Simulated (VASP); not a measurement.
# TePtSe3 (P4mm) in VASP: a series of runs, part 2 of 2

VASP 6.6.1.

### 5 Single point, PBE

This run uses another cell than the first one, of 32.37 Å³/atom.

Input file INCAR:

```
  PREC = Accurate
  ENCUT = 520
  EDIFF = 1E-6
  ISMEAR = 0
  SIGMA = 0.1
  LREAL = F
  LASPH = T
  NELM = 80
  ALGO = Normal
  ISIF = 2
  LWAVE = F
  LCHARG = F
  GGA = PE
  NBANDS = 25
```

Input file KPOINTS:

```
Automatic mesh
0
Gamma
  8 8 6
```

Input file POSCAR:

```
TePtSe3
1.0
    4.9516768145      0.0000000000      0.0000000000
    0.0000000000      4.9516768145      0.0000000000
    0.0000000000      0.0000000000      6.5999973906
Te Pt Se
1 1 3
Direct
    0.0000000000      0.0000000000      0.8771400458
    0.5000000000      0.5000000000      0.1672895368
    0.0000000000      0.0000000000      0.5115536174
    0.0000000000      0.5000000000      0.1009315700
    0.5000000000      0.0000000000      0.1009315700
```

Potentials or basis: VASP PAW PBE potentials, release 64 (Te, Pt, Se).

On the command line:

```bash
$ cat potpaw_PBE.64/Te/POTCAR potpaw_PBE.64/Pt/POTCAR potpaw_PBE.64/Se/POTCAR > POTCAR
$ mpirun -np 1 vasp_std > vasp.out
```

OUTCAR:

```text
PREC = Accurate
   ENCUT = 520
   EDIFF = 1E-6
   ISMEAR = 0
   LREAL = F
   LASPH = T
   NELM = 80
   ISIF = 2
   GGA = PE

 ion  position               nearest neighbor table
   1  0.000  0.000  0.877-   3 2.41   4 2.88   5 2.88   4 2.88   5 2.88
   2  0.500  0.500  0.167-   4 2.51   5 2.51   5 2.51   4 2.51
   3  0.000  0.000  0.512-   1 2.41
   4  0.000  0.500  0.101-   2 2.51   2 2.51   1 2.88   1 2.88
   5  0.500  0.000  0.101-   2 2.51   2 2.51   1 2.88   1 2.88

  LATTYP: Found a simple tetragonal cell.
 ALAT       =     4.9516768145
 C/A-ratio  =     1.3328812921

  Lattice vectors:

 A1 = (   4.9516768145,   0.0000000000,   0.0000000000)
 A2 = (   0.0000000000,   4.9516768145,   0.0000000000)
 A3 = (   0.0000000000,   0.0000000000,   6.5999973906)

Analysis of symmetry for initial positions (statically):
=====================================================================
 Subroutine PRICEL returns:
 Original cell was already a primitive cell.

 Routine SETGRP: Setting up the symmetry group for a
 simple tetragonal supercell.

 Subroutine GETGRP returns: Found  8 space group operations
 (whereof  8 operations were pure point group operations)
 out of a pool of 16 trial point group operations.

The static configuration has the point symmetry C_4v.

Analysis of symmetry for dynamics (positions and initial velocities):
=====================================================================
 Subroutine PRICEL returns:
 Original cell was already a primitive cell.

 Routine SETGRP: Setting up the symmetry group for a
 simple tetragonal supercell.

 Subroutine GETGRP returns: Found  8 space group operations
 (whereof  8 operations were pure point group operations)
 out of a pool of 16 trial point group operations.

The dynamic configuration has the point symmetry C_4v.

 Subroutine INISYM returns: Found  8 space group operations
 (whereof  8 operations are pure point group operations),
 and found     1 'primitive' translations

----------------------------------------------------------------------------------------

                                     Primitive cell

  volume of cell :     161.8260

  direct lattice vectors                    reciprocal lattice vectors
     4.951676814  0.000000000  0.000000000     0.201951791  0.000000000  0.000000000
     0.000000000  4.951676814  0.000000000     0.000000000  0.201951791  0.000000000
     0.000000000  0.000000000  6.599997391     0.000000000  0.000000000  0.151515211

  length of vectors
     4.951676814  4.951676814  6.599997391     0.201951791  0.201951791  0.151515211

  position of ions in fractional coordinates (direct lattice)
     0.000000000  0.000000000  0.877140046
     0.500000000  0.500000000  0.167289537
     0.000000000  0.000000000  0.511553617
     0.000000000  0.500000000  0.100931570
     0.500000000  0.000000000  0.100931570

  ion indices of the primitive-cell ions
   primitive index   ion index
                 1           1
[... 24 lines left out ...]
     0.000000000  0.000000000  0.000000000

 Subroutine IBZKPT returns following result:
 ===========================================

 Found     60 irreducible k-points:

 Following reciprocal coordinates:
            Coordinates               Weight
  0.000000  0.000000  0.000000      1.000000
  0.125000  0.000000  0.000000      4.000000
  0.250000  0.000000  0.000000      4.000000
  0.375000  0.000000  0.000000      4.000000
  0.500000  0.000000  0.000000      2.000000
  0.125000  0.125000  0.000000      4.000000
[... 16 lines left out ...]
  0.375000  0.125000  0.166667     16.000000
  0.500000  0.125000  0.166667      8.000000
 [... further k-points ...]
   k-points           NKPTS =     60   k-points in BZ     NKDIM =     60   number of bands    NBANDS=     25
   number of dos      NEDOS =    301   number of ions     NIONS =      5
   total plane-waves  NPLWV =  80000
   dimension x,y,z NGX =    40 NGY =   40 NGZ =   50
   dimension x,y,z NGXF=    80 NGYF=   80 NGZF=  100
   ions per type =               1   1   3
   NGX,Y,Z   is equivalent  to a cutoff of  13.43, 13.43, 12.59 a.u.
   NGXF,Y,Z  is equivalent  to a cutoff of  26.86, 26.86, 25.19 a.u.
 SYSTEM =  unknown system
   PREC   = accura    normal or accurate (medium, high low for compatibility)
   ISTART =      0    job   : 0-new  1-cont  2-samecut
   ICHARG =      2    charge: 1-file 2-atom 10-const
   ISPIN  =      1    spin polarized calculation?
   LNONCOLLINEAR =      F non collinear calculations
   LSORBIT =      F    spin-orbit coupling
   LASPH  =      T    aspherical Exc in radial PAW
   ENCUT  =  520.0 eV  38.22 Ry    6.18 a.u.   9.21  9.21 12.27*2*pi/ulx,y,z
   NELM   =     80;   NELMIN=  2; NELMDL= -5     # of ELM steps
   EDIFF  = 0.1E-05   stopping-criterion for ELM
   LREAL  =      F    real-space projection
   EDIFFG = 0.1E-04   stopping-criterion for IOM
   NSW    =      0    number of steps for IOM
   IBRION =     -1    ionic relax: 0-MD 1-quasi-New 2-CG
   NFREE  =      0    steps in history (QN), initial steepest desc. (CG)
   ISIF   =      2    stress and relaxation
   ISYM   =      2    0-nonsym 1-usesym 2-fastsym
   POTIM  = 0.5000    time-step for ionic-motion
   TEBEG  =    0.0;   TEEND  =   0.0 temperature during run
   PSTRESS=    0.0 pullay stress
   NELECT =      34.0000    total number of electrons
   NUPDOWN=      -1.0000    fix difference up-down
   EMIN   =  10.00;   EMAX   =-10.00  energy-range for DOS
   EFERMI =   0.00;   METHOD = LEGACY
   ISMEAR =     0;   SIGMA  =   0.10  broadening in eV -4-tet -1-fermi 0-gaus
   EFERMI_NEDOS =   21; number of points for ismear=-14 and -15
   IALGO  =     38    algorithm
   IMIX   =      4    mixing-type and parameters
     AMIX     =   0.40;   BMIX     =  1.00
     AMIX_MAG =   1.60;   BMIX_MAG =  1.00
  volume/ion in A,a.u.               =      32.37       218.41
  Fermi-wavevector in a.u.,A,eV,Ry     =   0.973236  1.839150 12.887291  0.947189
  Thomas-Fermi vector in A             =   2.103600
   LORBIT       =      0    0 simple, 1 ext, 2 COOP (PROOUT), +10 PAW based schemes
   GGA     = PE    functional components
   LHFCALC =     F    Hartree Fock is set to
   AEXX    =    0.0000 exact exchange contribution
   IVDW    =     0    specifies the selected vdW correction
   LEPSILON=     F    determine dielectric tensor
   LRPA    =     F    only Hartree local field effects (RPA)
 non-spin polarized calculation
 Gauss-broadening in eV      SIGMA  =   0.10
  energy-cutoff  :      520.00
  volume of cell :      161.83
 maximum number of plane-waves:      4380
 NGX is ok and might be reduce to    40
   NGX = 19   NGY = 19   NGZ = 25

 number of electron      33.9999998 magnetization

 Free energy of the ion-electron system (eV)
  ---------------------------------------------------
  ext. energy  EPLUGINS =         0.00000000
  ---------------------------------------------------
  free energy    TOTEN  =       -18.74380729 eV

  energy without entropy =      -18.73313861  energy(sigma->0) =      -18.73847295

 E-fermi :   2.5913     XC(G=0):  -8.2067

 val. band max:        2.5857100684   @ k =   0.5000   0.0000   0.3333
 cond. band min:       2.6041552377   @ k =   0.5000   0.1250   0.3333
 fundamental gap:      0.0184451693
 Fermi energy:         2.5912813625

 k-point     1 :       0.0000    0.0000    0.0000
  band No.  band energies     occupation
      1     -12.2746      2.00000
      2     -10.3304      2.00000
      3     -10.3125      2.00000
      4      -7.6270      2.00000
      5      -2.8647      2.00000
      6      -2.8647      2.00000
[... 661 lines left out ...]
     24       8.3536      0.00000
     25       9.6388      0.00000

 [... further k-points ...]

------------------------ aborting loop because EDIFF is reached ----------------------------------------

  FORCE on cell =-STRESS in cart. coord.  units (eV):
  Direction    XX          YY          ZZ          XY          YZ          ZX
  --------------------------------------------------------------------------------------
  -------------------------------------------------------------------------------------
  Total       -0.0145188     -0.0145188      0.0256795      0.0000000      0.0000000      0.0000000
  in kB       -0.1437450     -0.1437450      0.2542433      0.0000000      0.0000000      0.0000000
  external PRESSURE =      -0.0110822 kB  Pullay stress =       0.0000000 kB

 VOLUME and BASIS-vectors are now :
 -----------------------------------------------------------------------------
  energy-cutoff  :      520.00
  volume of cell :      161.83
      direct lattice vectors                 reciprocal lattice vectors
     4.951676814  0.000000000  0.000000000     0.201951791  0.000000000  0.000000000
     0.000000000  4.951676814  0.000000000     0.000000000  0.201951791  0.000000000
     0.000000000  0.000000000  6.599997391     0.000000000  0.000000000  0.151515211

 POSITION                                       TOTAL-FORCE (eV/Angst)
 -----------------------------------------------------------------------------------
      0.00000      0.00000      5.78912         0.000000      0.000000      0.026201
      2.47584      2.47584      1.10411         0.000000     -0.000000      0.013395
      0.00000      0.00000      3.37625         0.000000      0.000000     -0.022294
      0.00000      2.47584      0.66615         0.000000      0.000000     -0.008651
      2.47584      0.00000      0.66615         0.000000      0.000000     -0.008651
 -----------------------------------------------------------------------------------
    total drift:                                0.000000      0.000000      0.000780

  FREE ENERGIE OF THE ION-ELECTRON SYSTEM (eV)
  ---------------------------------------------------
  free  energy   TOTEN  =       -18.7438072883 eV

  energy  without entropy=      -18.7331386060  energy(sigma->0) =      -18.73847295
```

OSZICAR:

```text
N       E                     dE             d eps       ncg     rms          rms(c)
DAV:   1     0.180534756727E+03    0.18053E+03   -0.13366E+04  3000   0.112E+03
DAV:   2    -0.639690216361E+01   -0.18693E+03   -0.17645E+03  3857   0.198E+02
DAV:   3    -0.193369753632E+02   -0.12940E+02   -0.12736E+02  3663   0.546E+01
DAV:   4    -0.195497180143E+02   -0.21274E+00   -0.21247E+00  3563   0.782E+00
DAV:   5    -0.195544213403E+02   -0.47033E-02   -0.47023E-02  3849   0.118E+00    0.155E+01
DAV:   6    -0.187981821084E+02    0.75624E+00   -0.17868E+00  3308   0.109E+01    0.845E+00
DAV:   7    -0.187733365119E+02    0.24846E-01   -0.69211E-01  3582   0.645E+00    0.536E+00
DAV:   8    -0.187444430503E+02    0.28893E-01   -0.14098E-01  3603   0.306E+00    0.229E+00
DAV:   9    -0.187446349669E+02   -0.19192E-03   -0.11389E-02  3627   0.750E-01    0.682E-01
DAV:  10    -0.187436589217E+02    0.97605E-03   -0.29325E-03  3614   0.349E-01    0.478E-01
DAV:  11    -0.187438247698E+02   -0.16585E-03   -0.72755E-04  3529   0.130E-01    0.521E-02
DAV:  12    -0.187437902219E+02    0.34548E-04   -0.16455E-04  3543   0.629E-02    0.796E-02
DAV:  13    -0.187438068447E+02   -0.16623E-04   -0.33815E-05  3336   0.296E-02    0.240E-02
DAV:  14    -0.187438072883E+02   -0.44354E-06   -0.26835E-06  3372   0.906E-03
   1 F= -.18743807E+02 E0= -.18738473E+02  d E =-.106687E-01
```

stdout:

```text
POSCAR found type information on POSCAR TePtSe
 POSCAR found :  3 types and       5 ions
 scaLAPACK will be used
 LDA part: xc-table for (Slater+PW92), standard interpolation
 POSCAR, INCAR and KPOINTS ok, starting setup
 FFT: planning ... GRIDC
 FFT: planning ... GRID_SOFT
 FFT: planning ... GRID
 WAVECAR not read
 entering main loop
```

It took 3.2 min on 1 thread of AMD EPYC 7R13 (Zen 3), shared host; peak memory 0.4 GiB.

Results:

- Free energy: -18.7438 eV
- Pressure: 0.0 GPa
- Largest force: 0.026 eV/Å
- Band gap on the k mesh: zero (bands 17 and 18 overlap by 1.45 eV)

Forces in eV/Å, atoms in the order of the input:
```
Te   0.000  0.000  0.026
Pt   0.000  0.000  0.013
Se   0.000  0.000 -0.022
Se   0.000  0.000 -0.009
Se   0.000  0.000 -0.009
```

Caveat: spin-orbit coupling is left out, which moves the levels of the heavy elements.

### 6 Overview

| cell | k mesh | smearing | gap on the mesh (eV) | pressure (GPa) | largest force (eV/Å) |
| --- | --- | --- | --- | --- | --- |
| a = 5.517, b = 5.517, c = 4.489 Å, 5 atoms, atomic positions A | 4 × 4 × 4 | gaussian 0.1 eV | none | 17.6 | 23.78 |
| a = 5.023, b = 5.023, c = 6.358 Å, 5 atoms, atomic positions B | 4 × 4 × 4 | gaussian 0.1 eV | none | 0.1 | 0.07 |
| a = 4.952, b = 4.952, c = 13.200 Å, 10 atoms, atomic positions C | 4 × 4 × 2 | gaussian 0.2 eV | none | -0.1 | 0.55 |
| a = 4.952, b = 4.952, c = 6.600 Å, 5 atoms, atomic positions D | 8 × 8 × 6 | gaussian 0.1 eV | none | 0.0 | 0.03 |

Alike in all rows: task single point; level PBE; potentials or basis VASP PAW PBE potentials, release 64 (Te, Pt, Se); no spin polarisation; cutoff (eV) 520.

Caveats: spin-orbit coupling is left out, which moves the levels of the heavy elements; the cell stands under pressure (at least some runs); forces of over 1 eV/Å act on the atoms, so gaps and moduli don't describe the material at rest (at least some runs).

Absolute energies hang on the potentials; compare differences alone.
